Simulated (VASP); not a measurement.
Write the native input for VASP 6.6.1 that does the following.

```
Task                   : single point
Functional             : PBE
Potentials or basis    : VASP PAW PBE potentials, release 64 (W_sv)
Cutoff                 : 500 eV
k mesh                 : 20 × 20 × 20
Occupations            : gaussian, width 0.15 eV
Spin                   : no spin polarisation
Dipole correction      : no
Further INCAR settings : ALGO = Normal; EDIFF = 1e-06; NBANDS = 13
```

The structure of W lies in POSCAR:

```
W
1.0
   -1.5573675000      1.5573675000      1.6771650000
    1.5573675000     -1.5573675000      1.6771650000
    1.5573675000      1.5573675000     -1.6771650000
W
1
Direct
    0.0000000000      0.0000000000      0.0000000000
```

This cell differs from its parent crystal: strain -0.025 along x and y, +0.050 along z.

One way to write it, as run:

INCAR

```
  PREC = Accurate
  ENCUT = 500
  EDIFF = 1E-6
  ISMEAR = 0
  SIGMA = 0.15
  LREAL = F
  LASPH = T
  NELM = 120
  ALGO = Normal
  ISIF = 2
  LWAVE = F
  LCHARG = T
  GGA = PE
  LELF = T
  LVHAR = T
  NBANDS = 13
  GGA_COMPAT = F
```

KPOINTS

```
Automatic mesh
0
Gamma
  20 20 20
```

Potentials or basis: VASP PAW PBE potentials, release 64 (W_sv).

Command:

```console
$ cat potpaw_PBE.64/W_sv/POTCAR > POTCAR
$ mpirun -np 1 vasp_std > vasp.out
```

It gave:

```json
{
  "Pressure": "-1.3 GPa",
  "Band gap on the k mesh": "zero (band 7 reaches 15.86 eV, above the bottom of band 8 at 10.31 eV)"
}
```

Caveat: the cell differs from its parent crystal (strain -0.025 along x and y, +0.050 along z); spin-orbit coupling is left out, which moves the levels of the heavy elements.

Wall time 99 s on 1 thread of Intel(R) Xeon(R) Platinum 8259CL CPU @ 2.50GHz (Skylake/Cascade Lake), with other jobs on the host, peak memory 0.22 GiB.
